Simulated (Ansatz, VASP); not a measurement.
# Two plane-wave programs on Ge

```xyz
2
Lattice="0.0000 2.8662 2.8208 2.8662 0.0000 2.8208 2.8662 2.8662 0.0000" Properties=species:S:1:pos:R:3 pbc="T T T"
Ge    0.0000    0.0000    0.0000
Ge    1.4331    1.4331    1.4104
```

Change from the starting cell: strained cell.

Alike in both runs: functional PBEsol; k mesh 10 × 10 × 10; occupations gaussian, width 0.1 eV; no spin polarisation.

Ansatz relaxed the structure, and its values are those at the end. VASP's run is a single point on that final structure, the one shown.

|  | VASP | Ansatz |
| --- | --- | --- |
| version | VASP 6.6.1 | Ansatz 0.2.0 |
| potentials or method | VASP PAW PBE potentials, release 64 (Ge_d), cutoff 520 eV | scalar-relativistic, plane waves, PAW |
| valence electrons in the cell | 28 | 28 |

VASP gave:

* gap on the k mesh at the Fermi level (eV): 0.09
* least direct gap on the mesh (eV): 0.12
* pressure (GPa): -1.3

Q: Which values does Ansatz return?

A: gap on the k mesh at the Fermi level (eV): 0.08; least direct gap on the mesh (eV): 0.12; pressure (GPa): -0.9.

VASP's potentials were made for PBE, not for PBEsol. Ansatz's warnings: stress scf threshold loose.
